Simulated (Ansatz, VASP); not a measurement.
# One calculation of F, two programs

The input INCAR:

```
  PREC = Accurate
  ENCUT = 600
  EDIFF = 1E-6
  ISMEAR = -1
  SIGMA = 0.05
  LREAL = False
  LASPH = True
  NELM = 100
  ALGO = Normal
  ISIF = 3
  LWAVE = False
  LCHARG = False
  GGA = PE
  IBRION = 2
  NSW = 100
  EDIFFG = -0.005
```

KPOINTS

```
regular mesh
0
Gamma
  18 18 18
```

The input POSCAR:

```
F
1.0
   -1.4062500000      1.4062500000      1.4062500000
    1.4062500000     -1.4062500000      1.4062500000
    1.4062500000      1.4062500000     -1.4062500000
F
1
Direct
    0.0000000000      0.0000000000      0.0000000000
```

Input for Ansatz:

```yaml
crystal:
  lattice:
    - [-1.40625, 1.40625, 1.40625]
    - [1.40625, -1.40625, 1.40625]
    - [1.40625, 1.40625, -1.40625]
  atoms:
    - { symbol: F, position: [0.0, 0.0, 0.0] }
kpoints:
  mp_grid: { grid: [18, 18, 18] }
scf:
  occupations: { method: fermi_dirac, width: 0.05 }
hamiltonian:
  xc: pbe
  pseudopotentials: { kind: paw }
output:
  forces: true
  stress: true
relax:
  f_tol: 0.005
  max_steps: 80
  cell: {}
```

Alike in both runs: task relaxation of cell and atoms; functional PBE; k mesh 18 × 18 × 18; occupations fermi-dirac, width 0.05 eV; no spin polarisation.

|  | VASP | Ansatz |
| --- | --- | --- |
| version | VASP 6.6.1 | Ansatz 0.2.0 |
| potentials or method | VASP PAW PBE potentials, release 64 (F) | PAW with Ansatz's default frozen-core files, scalar-relativistic |
| plane-wave cutoff (eV) | 600 | 420 |
| valence electrons in the cell | 7 | 7 |

VASP gave:

- relaxed volume (Å³/atom): 9.91
- relaxed length of the cell vector where the two differ most in proportion (Å): 2.344

Task: Estimate Ansatz's values.

Result: Relaxed volume (Å³/atom): 10.08; relaxed length of the cell vector where the two differ most in proportion (Å): 2.357.
